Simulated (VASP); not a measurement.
# Cr (Cmcm) in VASP: notebook

The runs below take Cr through single point, with PBEsol, RPBE.

All numbers are computed with VASP 6.6.1; they aren't measurements. Logs are shortened: lines on timing, memory, paths and dates and some standing lists are left out, and cuts for length are marked.

**1. The cell of the first run**

The structure is orthorhombic, space group Cmcm (No. 63). The conventional cell has a = 2.263 Å, b = 4.867 Å, c = 4.009 Å, α = 90.00°, β = 90.00°, γ = 90.00°. Within 3.0 Å of Cr (site symmetry m2m) lie 12 Cr at 2.26 to 2.68 Å.

**2. Single point, PBEsol, collinear spin, ferromagnetic start (11.04 Å³/atom)**

File INCAR:

```
SYSTEM = Cr
PREC = Accurate
ENCUT = 520
EDIFF = 1E-6
ISMEAR = -1
SIGMA = 0.05
LREAL = .FALSE.
LASPH = .TRUE.
NELM = 150
ALGO = Fast
ISIF = 2
LWAVE = .FALSE.
LCHARG = .TRUE.
ISPIN = 2
MAGMOM = 3 3
LORBIT = 11
LMAXMIX = 4
GGA = PS
LELF = .TRUE.
LVHAR = .TRUE.
NBANDS = 23
```

File KPOINTS:

```
Automatic mesh
0
G
  13 13 7
  0 0 0
```

File POSCAR:

```
Cr
1.0
    1.1315479221     -2.4336828554      0.0000000000
    1.1315479221      2.4336828554      0.0000000000
    0.0000000000      0.0000000000      4.0093808883
Cr
2
Direct
    0.8705325800      0.1294674200      0.7500000000
    0.1294674200      0.8705325800      0.2500000000
```

Potentials or basis: VASP PAW PBE potentials, release 64 (Cr_pv).

Started as:

```bash
$ cat potpaw_PBE.64/Cr_pv/POTCAR > POTCAR
$ mpirun -np 1 vasp_std > vasp.out
```

OUTCAR:

```text
SYSTEM = Cr
   PREC = Accurate
   ENCUT = 520
   EDIFF = 1E-6
   ISMEAR = -1
   LREAL = .FALSE.
   LASPH = .TRUE.
   NELM = 150
   ISIF = 2
   ISPIN = 2
   LORBIT = 11
   GGA = PS

 ion  position               nearest neighbor table
   1  0.871  0.129  0.750-   2 2.37   2 2.37   2 2.58   2 2.58   2 2.58   2 2.58
   2  0.129  0.871  0.250-   1 2.37   1 2.37   1 2.58   1 2.58   1 2.58   1 2.58

  LATTYP: Found a base centered orthorhombic cell.
 ALAT       =     2.2630958442
 B/A-ratio  =     2.1507554456
 C/A-ratio  =     1.7716354783

  Lattice vectors:

 A1 = (   1.1315479221,  -2.4336828554,   0.0000000000)
 A2 = (   1.1315479221,   2.4336828554,   0.0000000000)
 A3 = (   0.0000000000,   0.0000000000,   4.0093808883)

Analysis of symmetry for initial positions (statically):
=====================================================================
 Subroutine PRICEL returns:
 Original cell was already a primitive cell.

 Routine SETGRP: Setting up the symmetry group for a
 base centered orthorhombic supercell.

 Subroutine GETGRP returns: Found  8 space group operations
 (whereof  4 operations were pure point group operations)
 out of a pool of  8 trial point group operations.

The static configuration has the point symmetry C_2h.
 The point group associated with its full space group is D_2h.

Analysis of symmetry for dynamics (positions and initial velocities):
=====================================================================
 Subroutine PRICEL returns:
 Original cell was already a primitive cell.

 Routine SETGRP: Setting up the symmetry group for a
 base centered orthorhombic supercell.

 Subroutine GETGRP returns: Found  8 space group operations
 (whereof  4 operations were pure point group operations)
 out of a pool of  8 trial point group operations.

The dynamic configuration has the point symmetry C_2h.
 The point group associated with its full space group is D_2h.

Analysis of structural, dynamic, and magnetic symmetry:
=====================================================================
 Subroutine PRICEL returns:
 Original cell was already a primitive cell.

 Routine SETGRP: Setting up the symmetry group for a
 base centered orthorhombic supercell.

 Subroutine GETGRP returns: Found  8 space group operations
 (whereof  4 operations were pure point group operations)
 out of a pool of  8 trial point group operations.

The overall configuration has the point symmetry C_2h.
 The point group associated with its full space group is D_2h.

 Subroutine INISYM returns: Found  8 space group operations
 (whereof  4 operations are pure point group operations),
 and found     1 'primitive' translations

----------------------------------------------------------------------------------------

                                     Primitive cell

  volume of cell :      22.0823

  direct lattice vectors                    reciprocal lattice vectors
     1.131547922 -2.433682855  0.000000000     0.441872580 -0.205449941  0.000000000
     1.131547922  2.433682855  0.000000000     0.441872580  0.205449941  0.000000000
     0.000000000  0.000000000  4.009380888     0.000000000  0.000000000  0.249415066

  length of vectors
     2.683880202  2.683880202  4.009380888     0.487299759  0.487299759  0.249415066

  position of ions in fractional coordinates (direct lattice)
     0.870532580  0.129467420  0.750000000
     0.129467420  0.870532580  0.250000000

  ion indices of the primitive-cell ions
   primitive index   ion index
                 1           1
                 2           2

----------------------------------------------------------------------------------------

 KPOINTS: Automatic mesh

Automatic generation of k-mesh.
 Grid dimensions read from file:
 generate k-points for:   13   13    7

 Generating k-lattice:

  Cartesian coordinates                     Fractional coordinates (reciprocal lattice)
     0.033990198 -0.015803842  0.000000000     0.076923077  0.000000000  0.000000000
     0.033990198  0.015803842  0.000000000     0.000000000  0.076923077  0.000000000
     0.000000000  0.000000000  0.035630724     0.000000000  0.000000000  0.142857143

  Length of vectors
     0.037484597  0.037484597  0.035630724

  Shift w.r.t. Gamma in fractional coordinates (k-lattice)
     0.000000000  0.000000000  0.000000000

 Subroutine IBZKPT returns following result:
 ===========================================

 Found    196 irreducible k-points:

 Following reciprocal coordinates:
            Coordinates               Weight
  0.000000  0.000000  0.000000      1.000000
  0.076923 -0.000000  0.000000      4.000000
  0.153846  0.000000  0.000000      4.000000
  0.230769 -0.000000  0.000000      4.000000
  0.307692  0.000000  0.000000      4.000000
  0.384615 -0.000000  0.000000      4.000000
[... 16 lines left out ...]
  0.384615  0.153846  0.000000      4.000000
  0.461538  0.153846  0.000000      4.000000
 [... further k-points ...]
   k-points           NKPTS =    196   k-points in BZ     NKDIM =    196   number of bands    NBANDS=     23
   number of dos      NEDOS =    301   number of ions     NIONS =      2
   total plane-waves  NPLWV =  12000
   dimension x,y,z NGX =    20 NGY =   20 NGZ =   30
   dimension x,y,z NGXF=    40 NGYF=   40 NGZF=   60
   ions per type =               2
   NGX,Y,Z   is equivalent  to a cutoff of  12.39, 12.39, 12.44 a.u.
   NGXF,Y,Z  is equivalent  to a cutoff of  24.78, 24.78, 24.88 a.u.
 SYSTEM =  Cr
   PREC   = accura    normal or accurate (medium, high low for compatibility)
   ISTART =      0    job   : 0-new  1-cont  2-samecut
   ICHARG =      2    charge: 1-file 2-atom 10-const
   ISPIN  =      2    spin polarized calculation?
   LNONCOLLINEAR =      F non collinear calculations
   LSORBIT =      F    spin-orbit coupling
   LASPH  =      T    aspherical Exc in radial PAW
   ENCUT  =  520.0 eV  38.22 Ry    6.18 a.u.   4.99  4.99  7.45*2*pi/ulx,y,z
   NELM   =    150;   NELMIN=  2; NELMDL= -5     # of ELM steps
   EDIFF  = 0.1E-05   stopping-criterion for ELM
   LREAL  =      F    real-space projection
   EDIFFG = 0.1E-04   stopping-criterion for IOM
   NSW    =      0    number of steps for IOM
   IBRION =     -1    ionic relax: 0-MD 1-quasi-New 2-CG
   NFREE  =      0    steps in history (QN), initial steepest desc. (CG)
   ISIF   =      2    stress and relaxation
   ISYM   =      2    0-nonsym 1-usesym 2-fastsym
   POTIM  = 0.5000    time-step for ionic-motion
   TEBEG  =    0.0;   TEEND  =   0.0 temperature during run
   PSTRESS=    0.0 pullay stress
   NELECT =      24.0000    total number of electrons
   NUPDOWN=      -1.0000    fix difference up-down
   EMIN   =  10.00;   EMAX   =-10.00  energy-range for DOS
   EFERMI =   0.00;   METHOD = LEGACY
   ISMEAR =    -1;   SIGMA  =   0.05  broadening in eV -4-tet -1-fermi 0-gaus
   EFERMI_NEDOS =   21; number of points for ismear=-14 and -15
   IALGO  =     68    algorithm
   IMIX   =      4    mixing-type and parameters
     AMIX     =   0.40;   BMIX     =  1.00
     AMIX_MAG =   1.60;   BMIX_MAG =  1.00
  volume/ion in A,a.u.               =      11.04        74.51
  Fermi-wavevector in a.u.,A,eV,Ry     =   1.683180  3.180749 38.546585  2.833094
  Thomas-Fermi vector in A             =   2.766427
   LORBIT       =     11    0 simple, 1 ext, 2 COOP (PROOUT), +10 PAW based schemes
   GGA     = PS    functional components
   LHFCALC =     F    Hartree Fock is set to
   AEXX    =    0.0000 exact exchange contribution
   IVDW    =     0    specifies the selected vdW correction
   LEPSILON=     F    determine dielectric tensor
   LRPA    =     F    only Hartree local field effects (RPA)
 spin polarized calculation
 RMM-DIIS sequential band-by-band and
  energy-cutoff  :      520.00
  volume of cell :       22.08
 maximum number of plane-waves:       619
   NGX =  9   NGY =  9   NGZ = 15

 number of electron      23.9999996 magnetization      -0.0020017

 number of electron      23.9999996 magnetization       0.0001332

 Free energy of the ion-electron system (eV)
  ---------------------------------------------------
  ext. energy  EPLUGINS =         0.00000000
  ---------------------------------------------------
  free energy    TOTEN  =       -19.79983063 eV

  energy without entropy =      -19.77720121  energy(sigma->0) =      -19.78851592

 E-fermi :  11.4416     XC(G=0): -14.0712

 val. band max:       11.4377183968   @ k =   0.3077   0.2308   0.1429
 cond. band min:      11.4506022261   @ k =   0.3077   0.1538   0.1429
 fundamental gap:      0.0128838293
 Fermi energy:        11.4416259910

 spin component 1

 k-point     1 :       0.0000    0.0000    0.0000
  band No.  band energies     occupation
      1     -31.9672      1.00000
      2     -31.3175      1.00000
      3     -31.0333      1.00000
      4     -30.8637      1.00000
      5     -30.7548      1.00000
      6     -30.7418      1.00000
[... 15 lines left out ...]
     22      27.6999      0.00000
     23      32.1962      0.00000
[... 575 lines left out ...]
      1     -32.0347      1.00000
      2     -31.8547      1.00000
      3     -31.5009      1.00000
      4     -31.3957      1.00000
      5     -31.2020      1.00000
      6     -30.9825      1.00000
[... 15 lines left out ...]
     22      23.7045      0.00000
     23      24.6782      0.00000

 [... further k-points ...]

 spin component 2

 k-point     1 :       0.0000    0.0000    0.0000
  band No.  band energies     occupation
      1     -31.9671      1.00000
      2     -31.3174      1.00000
      3     -31.0332      1.00000
      4     -30.8636      1.00000
      5     -30.7547      1.00000
      6     -30.7417      1.00000
[... 15 lines left out ...]
     22      27.6998      0.00000
     23      32.1962      0.00000
[... 575 lines left out ...]
      1     -32.0347      1.00000
      2     -31.8546      1.00000
      3     -31.5008      1.00000
      4     -31.3956      1.00000
      5     -31.2019      1.00000
      6     -30.9824      1.00000
[... 15 lines left out ...]
     22      23.7045      0.00000
     23      24.6782      0.00000

 [... further k-points ...]

------------------------ aborting loop because EDIFF is reached ----------------------------------------

  FORCE on cell =-STRESS in cart. coord.  units (eV):
  Direction    XX          YY          ZZ          XY          YZ          ZX
  --------------------------------------------------------------------------------------
  -------------------------------------------------------------------------------------
  Total        1.2034825      0.7557767      1.7618552      0.0000000      0.0000000      0.0000000
  in kB       87.3184707     54.8352504    127.8311103      0.0000000      0.0000000      0.0000000
  external PRESSURE =      89.9949438 kB  Pullay stress =       0.0000000 kB

 VOLUME and BASIS-vectors are now :
 -----------------------------------------------------------------------------
  energy-cutoff  :      520.00
  volume of cell :       22.08
      direct lattice vectors                 reciprocal lattice vectors
     1.131547922 -2.433682855  0.000000000     0.441872580 -0.205449941  0.000000000
     1.131547922  2.433682855  0.000000000     0.441872580  0.205449941  0.000000000
     0.000000000  0.000000000  4.009380888     0.000000000  0.000000000  0.249415066

 POSITION                                       TOTAL-FORCE (eV/Angst)
 -----------------------------------------------------------------------------------
      1.13155     -1.80352      3.00704         0.000000      0.206473      0.000000
      1.13155      1.80352      1.00235         0.000000     -0.206473     -0.000000
 -----------------------------------------------------------------------------------
    total drift:                               -0.000000     -0.000000      0.000000

  FREE ENERGIE OF THE ION-ELECTRON SYSTEM (eV)
  ---------------------------------------------------
  free  energy   TOTEN  =       -19.7998306315 eV

  energy  without entropy=      -19.7772012147  energy(sigma->0) =      -19.78851592

 total charge

# of ion       s       p       d       tot
------------------------------------------
    1        0.448   6.420   4.334  11.202
    2        0.448   6.420   4.334  11.202
--------------------------------------------------
tot          0.897  12.839   8.669  22.404

 magnetization (x)

# of ion       s       p       d       tot
------------------------------------------
    1       -0.000  -0.000   0.000   0.000
    2       -0.000  -0.000   0.000   0.000
--------------------------------------------------
tot         -0.000  -0.000   0.000   0.000
```

Run time: 1.9 min. Hardware: 1 thread of AMD EPYC 9R45 (Zen 5), shared host; peak memory 0.22 GiB.

Results:

| Quantity | Value |
| --- | --- |
| Free energy | -19.7998 eV |
| Pressure | 9.0 GPa |
| Largest force | 0.206 eV/Å |
| Band gap on the k mesh | zero (filled and empty bands overlap) |
| Net moment | 0.00 μB per cell |
| Valence electrons inside the program's atomic spheres | Cr 11.20 |

Forces on the atoms (eV/Å):
```
Cr   0.000  0.206  0.000
Cr   0.000 -0.206  0.000
```

Caveat: the stress differs along the axes, from 5 to 13 GPa; an empty level that is flat over the whole mesh can mark a ghost state of the potentials, or a narrow d or f band; the moments typed at the start vanished in this run; the PAW data sets were made with another functional, which shifts forces and pressure a little.

**3. Single point, RPBE, collinear spin, ferromagnetic start**

This run uses another cell than the first one, of 11.50 Å³/atom.

File INCAR:

```
ALGO = Normal
EDIFF = 1E-6
ENCUT = 520
GGA = RP
ISIF = 2
ISMEAR = 0
ISPIN = 2
LASPH = T
LCHARG = F
LMAXMIX = 4
LORBIT = 11
LREAL = F
LWAVE = F
MAGMOM = 3 3
NBANDS = 23
NELM = 150
PREC = Accurate
SIGMA = 0.02
```

File KPOINTS:

```
k-points
0
Gamma
  13 13 7
```

File POSCAR:

```
Cr
1.0
    1.1470505050     -2.4670251200      0.0000000000
    1.1470505050      2.4670251200      0.0000000000
    0.0000000000      0.0000000000      4.0643107400
Cr
2
Direct
    0.8705325800      0.1294674200      0.2500000000
    0.1294674200      0.8705325800      0.7500000000
```

Potentials or basis: VASP PAW PBE potentials, release 64 (Cr_pv).

Started as:

```bash
$ cat potpaw_PBE.64/Cr_pv/POTCAR > POTCAR
$ mpirun -np 1 vasp_std > vasp.out
```

Wall time 4.6 min (1 thread of Oxide Virtual Turin-like, shared host); peak memory 0.22 GiB.

The run converged. Its results:

```
Free energy                                           : -17.2872 eV
Pressure                                              : 12.4 GPa
Largest force                                         : 0.204 eV/Å
Band gap on the k mesh                                : zero (filled and empty bands overlap)
Net moment                                            : 0.00 μB per cell
Valence electrons inside the program's atomic spheres : Cr 11.12
```

Forces on the atoms (eV/Å):
```
Cr   0.000  0.204  0.000
Cr   0.000 -0.204  0.000
```

Stress tensor (GPa, compression positive):
```
13.08  0.00  0.00
 0.00  9.12  0.00
 0.00  0.00 14.95
```

Levels at points of the mesh, in eV from the Fermi level:
Spin up:
```tsv
k point	band 10	band 11	band 12	band 13	band 14	band 15
(0.00, 0.00, 0.00)	-1.94	-0.87	0.19	0.99	1.03	1.07
```
Spin down:
| k point | band 10 | band 11 | band 12 | band 13 | band 14 | band 15 |
| --- | --- | --- | --- | --- | --- | --- |
| (0.00, 0.00, 0.00) | -1.94 | -0.87 | 0.19 | 0.99 | 1.03 | 1.07 |

Caveat: the stress differs along the axes, from 9 to 15 GPa; an empty level that is flat over the whole mesh can mark a ghost state of the potentials, or a narrow d or f band; the moments typed at the start vanished in this run; the PAW data sets were made with another functional, which shifts forces and pressure a little.
